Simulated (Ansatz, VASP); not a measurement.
# Pd: VASP beside Ansatz

File INCAR:

```
SYSTEM = Pd
PREC = Accurate ; ENCUT = 520
EDIFF = 1E-6 ; ISMEAR = -1
SIGMA = 0.05 ; LREAL = .False.
LASPH = .True. ; NELM = 150
ALGO = Normal ; ISIF = 2
LWAVE = .False. ; LCHARG = .True.
ISPIN = 2 ; MAGMOM = 0.5 -0.5
LORBIT = 11 ; LMAXMIX = 4
GGA = RP ; LELF = .True.
LVHAR = .True. ; NBANDS = 21
```

KPOINTS

```
Automatic mesh
0
Gamma
  11 11 11
  0 0 0
```

Contents of POSCAR:

```
Pd
1.0
    3.1251706926      0.0000000000      0.0000000000
    0.0000000000      3.1251706926      0.0000000000
    0.0000000000      0.0000000000      3.1251706926
Pd
2
Direct
    0.0000000000      0.0000000000      0.0000000000
    0.5000000000      0.5000000000      0.5000000000
```

Input for Ansatz:

```yaml
crystal:
  lattice:
    - [3.1251706926, 0.0, 0.0]
    - [0.0, 3.1251706926, 0.0]
    - [0.0, 0.0, 3.1251706926]
  atoms:
    - { symbol: Pd, position: [0.0, 0.0, 0.0], spin: 0.5 }
    - { symbol: Pd, position: [0.5, 0.5, 0.5], spin: -0.5 }
hamiltonian:
  xc: rpbe
  pseudopotentials:
    kind: paw
    azcp:
      Pd: "pseudopotentials/Pd.paw.azcp"
basis:
  ecutwfc: 420
  fft_grid_basis: typed
kpoints:
  mp_grid: { grid: [11, 11, 11], shift: [0, 0, 0] }
magnetization:
  spin_polarized: true
scf:
  occupations: { method: fermi_dirac, width: 0.05 }
  lower_state_search: "off"
output:
  stress: true
```

Alike in both runs: task single point; functional RPBE; k mesh 11 × 11 × 11; occupations fermi-dirac, width 0.05 eV; collinear spin.

|  | VASP | Ansatz |
| --- | --- | --- |
| version | VASP 6.6.1 | Ansatz 0.2.0 |
| potentials or method | VASP PAW PBE potentials, release 64 (Pd), cutoff 520 eV | plane waves (420 eV) with PAW, scalar-relativistic |
| valence electrons in the cell | 20 | 36 |

```tsv
	VASP	Ansatz	Ansatz less VASP
pressure (GPa)	6.3	6.6	+0.28
net moment per atom (μB)	0.00	0.00	0.000
```

VASP's potentials were made for PBE, not for RPBE. VASP's potentials hold 20 valence electrons a cell and Ansatz's 36, so a difference there can come from the potentials and not from the codes. Ansatz's warnings: seeded moment not kept.
